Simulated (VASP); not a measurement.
Set up this calculation in VASP 6.6.1, as the native input.

| Quantity | Value |
| --- | --- |
| Task | single point |
| Functional | PBE |
| Potentials or basis | VASP PAW PBE potentials, release 64 (Gd) |
| Cutoff | 520 eV |
| k mesh | 8 × 8 × 5 |
| Occupations | fermi-dirac, width 0.05 eV |
| Spin | collinear spin, ferromagnetic start |
| Starting moments | [7.372, 7.372] μB |
| Dipole correction | no |
| Further INCAR settings | ALGO = Normal; EDIFF = 1e-06; NBANDS = 29 |

The structure of Gd lies in POSCAR:

```
Gd
1.0
    3.6483276435      0.0000000000      0.0000000000
   -1.8241638217      3.1595444206      0.0000000000
    0.0000000000      0.0000000000      5.8327272018
Gd
2
Direct
    0.3333333333      0.6666666667      0.2500000000
    0.6666666667      0.3333333333      0.7500000000
```

The input as run:

INCAR

```
SYSTEM = Gd
ALGO     = Normal         ! electronic algorithm
EDIFF    = 1E-6           ! SCF threshold, eV
ENCUT    = 520            ! plane-wave cutoff, eV
GGA      = PE             ! functional
ISIF     = 2              ! what is computed and relaxed
ISMEAR   = -1             ! smearing method
ISPIN    = 2              ! spin polarisation
LASPH    = .TRUE.         ! aspherical terms in the spheres
LCHARG   = .TRUE.         ! write CHGCAR
LELF     = .TRUE.         ! ELF
LMAXMIX  = 6              ! l up to which the mixer works
LORBIT   = 11             ! projections on sites
LREAL    = .FALSE.        ! projectors in reciprocal space
LVHAR    = .TRUE.       
LWAVE    = .FALSE.        ! write WAVECAR
MAGMOM   = 7.372 7.372    ! initial moments
NBANDS   = 29             ! bands
NELM     = 150            ! most SCF steps
PREC     = Accurate       ! precision mode
SIGMA    = 0.05           ! smearing width, eV
```

KPOINTS

```
k-points
0
G
  8 8 5
  0 0 0
```

Potentials or basis: VASP PAW PBE potentials, release 64 (Gd).

Run with:

```bash
$ cat potpaw_PBE.64/Gd/POTCAR > POTCAR
$ mpirun -np 1 vasp_std > vasp.out
```

It gave:

```
Pressure                                              : 0.1 GPa
Net moment                                            : 15.25 μB per cell
Site moments                                          : Gd +6.99 μB
Valence electrons inside the program's atomic spheres : Gd 15.19
```

Wall time 4.6 min on 1 thread of AMD EPYC 9R45 96-Core Processor (Zen 5) (shared host), peak memory 0.25 GiB.
